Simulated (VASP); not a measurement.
# TaN (P-6m2) in VASP: electric field gradients with PBE

Aim: the electric field gradients of TaN with PBE.

All numbers are computed with VASP 6.6.1; they aren't measurements. Logs are shortened: lines on timing, memory, paths and dates and some standing lists are left out, and cuts for length are marked.

## (1) The cell of the first run

Symmetry: P-6m2, No. 187, hexagonal system. The conventional cell has a = 2.918 Å, b = 2.918 Å, c = 2.864 Å, α = 90.00°, β = 90.00°, γ = 120.00°. Ta (site symmetry -6m2) has 6 N at 2.21 Å and 8 Ta at 2.86 to 2.92 Å within 3.0 Å. N (site symmetry -6m2) has 6 Ta at 2.21 Å and 8 N at 2.86 to 2.92 Å within 3.0 Å.

## (2) Electric field gradients, PBE (10.56 Å³/atom)

INCAR

```
SYSTEM = TaN
PREC = Accurate ; ENCUT = 520
EDIFF = 1E-8 ; ISMEAR = -1
SIGMA = 0.02 ; LREAL = .False.
LASPH = .True. ; NELM = 120
ALGO = Normal ; ISIF = 2
LWAVE = .False. ; LCHARG = .False.
GGA = PE ; LEFG = .True.
NBANDS = 16 ; GGA_COMPAT = .False.
```

KPOINTS

```
Automatic mesh
0
Gamma
  12 12 10
  0 0 0
```

POSCAR

```
TaN
1.0
    2.9182801511      0.0000000000      0.0000000000
   -1.4591400756      2.5273047463      0.0000000000
    0.0000000000      0.0000000000      2.8636504237
Ta N
1 1
Direct
    0.3333333333      0.6666666667      0.5000000000
    0.0000000000      0.0000000000      0.0000000000
```

Potentials or basis: VASP PAW PBE potentials, release 64 (Ta_sv_GW, N).

The run is started by

```
$ cat potpaw_PBE.64/Ta_sv_GW/POTCAR potpaw_PBE.64/N/POTCAR > POTCAR
$ mpirun -np 1 vasp_std > vasp.out
```

OUTCAR:

```text
SYSTEM = TaN
   PREC = Accurate
   ENCUT = 520
   EDIFF = 1E-8
   ISMEAR = -1
   LREAL = .False.
   LASPH = .True.
   NELM = 120
   ISIF = 2
   GGA = PE

 ion  position               nearest neighbor table
   1  0.333  0.667  0.500-   2 2.21   2 2.21   2 2.21   2 2.21   2 2.21   2 2.21
   2  0.000  0.000  0.000-   1 2.21   1 2.21   1 2.21   1 2.21   1 2.21   1 2.21

  LATTYP: Found a hexagonal cell.
 ALAT       =     2.9182801511
 C/A-ratio  =     0.9812801635

  Lattice vectors:

 A1 = (   2.9182801511,   0.0000000000,   0.0000000000)
 A2 = (  -1.4591400756,   2.5273047463,   0.0000000000)
 A3 = (   0.0000000000,   0.0000000000,   2.8636504237)

Analysis of symmetry for initial positions (statically):
=====================================================================
 Subroutine PRICEL returns:
 Original cell was already a primitive cell.

 Routine SETGRP: Setting up the symmetry group for a
 hexagonal supercell.

 Subroutine GETGRP returns: Found 12 space group operations
 (whereof 12 operations were pure point group operations)
 out of a pool of 24 trial point group operations.

The static configuration has the point symmetry D_3h.

Analysis of symmetry for dynamics (positions and initial velocities):
=====================================================================
 Subroutine PRICEL returns:
 Original cell was already a primitive cell.

 Routine SETGRP: Setting up the symmetry group for a
 hexagonal supercell.

 Subroutine GETGRP returns: Found 12 space group operations
 (whereof 12 operations were pure point group operations)
 out of a pool of 24 trial point group operations.

The dynamic configuration has the point symmetry D_3h.

 Subroutine INISYM returns: Found 12 space group operations
 (whereof 12 operations are pure point group operations),
 and found     1 'primitive' translations

----------------------------------------------------------------------------------------

                                     Primitive cell

  volume of cell :      21.1205

  direct lattice vectors                    reciprocal lattice vectors
     2.918280151  0.000000000  0.000000000     0.342667581  0.197839220  0.000000000
    -1.459140076  2.527304746  0.000000000     0.000000000  0.395678440  0.000000000
[... 124 lines left out ...]

 Free energy of the ion-electron system (eV)
  ---------------------------------------------------
  ext. energy  EPLUGINS =         0.00000000
  ---------------------------------------------------
  free energy    TOTEN  =       -24.93381509 eV

  energy without entropy =      -24.93373010  energy(sigma->0) =      -24.93377260

 E-fermi :  12.8588     XC(G=0): -13.8015

 val. band max:       12.7537378220   @ k =   0.0000   0.0000   0.4000
 cond. band min:      12.8748210705   @ k =   0.3333   0.3333   0.0000
 fundamental gap:      0.1210832484
 Fermi energy:        12.8588275797

 k-point     1 :       0.0000    0.0000    0.0000
  band No.  band energies     occupation
      1     -55.7441      2.00000
      2     -22.0211      2.00000
      3     -21.7523      2.00000
      4     -21.7523      2.00000
      5      -5.1657      2.00000
      6       8.0957      2.00000
[... 433 lines left out ...]
      3     -21.9963      2.00000
      4     -21.9304      2.00000
      5      -3.3849      2.00000
      6       5.0898      2.00000
[... 8 lines left out ...]
     15      26.0574      0.00000
     16      29.0269      0.00000

 [... further k-points ...]

------------------------ aborting loop because EDIFF is reached ----------------------------------------

  FORCE on cell =-STRESS in cart. coord.  units (eV):
  Direction    XX          YY          ZZ          XY          YZ          ZX
  --------------------------------------------------------------------------------------
  -------------------------------------------------------------------------------------
  Total        1.4879253      1.4879253      1.7616710     -0.0000000      0.0000000      0.0000000
  in kB      112.8722343    112.8722343    133.6382559     -0.0000000      0.0000000      0.0000000
  external PRESSURE =     119.7942415 kB  Pullay stress =       0.0000000 kB

 VOLUME and BASIS-vectors are now :
 -----------------------------------------------------------------------------
  energy-cutoff  :      520.00
  volume of cell :       21.12
      direct lattice vectors                 reciprocal lattice vectors
     2.918280151  0.000000000  0.000000000     0.342667581  0.197839220  0.000000000
    -1.459140076  2.527304746  0.000000000     0.000000000  0.395678440  0.000000000
     0.000000000  0.000000000  2.863650424     0.000000000  0.000000000  0.349204635

 POSITION                                       TOTAL-FORCE (eV/Angst)
 -----------------------------------------------------------------------------------
     -0.00000      1.68487      1.43183         0.000000     -0.000000      0.000000
      0.00000      0.00000      0.00000        -0.000000      0.000000      0.000000
 -----------------------------------------------------------------------------------
    total drift:                                0.000000     -0.000000     -0.000000

  FREE ENERGIE OF THE ION-ELECTRON SYSTEM (eV)
  ---------------------------------------------------
  free  energy   TOTEN  =       -24.9338150899 eV

  energy  without entropy=      -24.9337301041  energy(sigma->0) =      -24.93377260

 Electric field gradients (V/A^2)
---------------------------------------------------------------------
 ion       V_xx      V_yy      V_zz      V_xy      V_xz      V_yz
---------------------------------------------------------------------
   1     -16.140   -16.140    32.281    -0.000     0.000    -0.000
   2      -0.135    -0.134     0.269     0.001    -0.000    -0.000
---------------------------------------------------------------------

 Electric field gradients after diagonalization (V/A^2)
 (convention: |V_zz| > |V_xx| > |V_yy|)
----------------------------------------------------------------------
 ion       V_xx      V_yy      V_zz     asymmetry (V_yy - V_xx)/ V_zz
----------------------------------------------------------------------
   1     -16.141   -16.140    32.281       0.000
   2      -0.136    -0.134     0.269       0.008
----------------------------------------------------------------------

           NMR quadrupolar parameters

 Cq : quadrupolar parameter    Cq=e*Q*V_zz/h
 eta: asymmetry parameters     (V_yy - V_xx)/ V_zz
 Q  : nuclear electric quadrupole moment in mb (millibarn)
----------------------------------------------------------------------
 ion       Cq(MHz)       eta       Q (mb)
----------------------------------------------------------------------
   1       0.078       0.000       1.000
   2       0.001       0.008       1.000
----------------------------------------------------------------------
```

OSZICAR:

```text
N       E                     dE             d eps       ncg     rms          rms(c)
DAV:   1     0.102533303885E+03    0.10253E+03   -0.11355E+04  3664   0.115E+03
DAV:   2    -0.236714311499E+02   -0.12620E+03   -0.12234E+03  5128   0.311E+02
DAV:   3    -0.284426186936E+02   -0.47712E+01   -0.47669E+01  4360   0.540E+01
DAV:   4    -0.285656081052E+02   -0.12299E+00   -0.12299E+00  5032   0.608E+00
DAV:   5    -0.285699928133E+02   -0.43847E-02   -0.43847E-02  4416   0.877E-01    0.572E+01
DAV:   6    -0.250558034366E+02    0.35142E+01   -0.72467E+00  4192   0.233E+01    0.588E+01
DAV:   7    -0.249713837482E+02    0.84420E-01   -0.48048E-01  3824   0.568E+00    0.261E+01
DAV:   8    -0.249345269684E+02    0.36857E-01   -0.10853E-01  4752   0.265E+00    0.550E+00
DAV:   9    -0.249338341967E+02    0.69277E-03   -0.78172E-03  4456   0.861E-01    0.913E-01
DAV:  10    -0.249337932620E+02    0.40935E-04   -0.13596E-03  3880   0.375E-01    0.244E-01
DAV:  11    -0.249338174898E+02   -0.24228E-04   -0.57817E-05  4264   0.868E-02    0.182E-01
DAV:  12    -0.249338150112E+02    0.24786E-05   -0.65755E-06  4688   0.260E-02    0.583E-03
DAV:  13    -0.249338151766E+02   -0.16539E-06   -0.62914E-07  4096   0.679E-03    0.413E-03
DAV:  14    -0.249338151312E+02    0.45333E-07   -0.63366E-08  4512   0.191E-03    0.558E-03
DAV:  15    -0.249338150960E+02    0.35284E-07   -0.55655E-09  2304   0.651E-04    0.123E-03
DAV:  16    -0.249338150899E+02    0.60377E-08   -0.77762E-10  2144   0.220E-04
   1 F= -.24933815E+02 E0= -.24933773E+02  d E =-.849858E-04
```

stdout:

```text
POSCAR found type information on POSCAR TaN
 POSCAR found :  2 types and       2 ions
 scaLAPACK will be used
 LDA part: xc-table for (Slater+PW92), standard interpolation
 POSCAR, INCAR and KPOINTS ok, starting setup
 FFT: planning ... GRIDC
 FFT: planning ... GRID_SOFT
 FFT: planning ... GRID
 WAVECAR not read
 entering main loop
ion   1

ion   2
```

It took 34 s on 1 thread of Intel Xeon 6975P-C (Granite Rapids), shared host; peak memory 0.17 GiB.

What came out:

* Free energy: -24.9338 eV
* Pressure: 12.0 GPa
* Band gap on the k mesh: zero (bands 9 and 10 overlap by 0.52 eV)
* Largest electric field gradient by atom: Ta +32.3; N +0.3 V/Å²

Stress tensor (GPa, compression positive):
```
11.29  0.00  0.00
 0.00 11.29  0.00
 0.00  0.00 13.36
```

Electric field gradients, principal values (V/Å²):
```
atom    least   middle  greatest (by size)
1 Ta  -16.140  -16.141              32.281
 2 N   -0.134   -0.136               0.269
```

Caveat: the cell stands under pressure; without QUAD_EFG the Cq values of the log hold for a quadrupole moment of 1 mb, not for the nuclei; spin-orbit coupling is left out, which moves the levels of the heavy elements.

The gap in the log of VASP goes by the Fermi energy; the results here count the filled bands.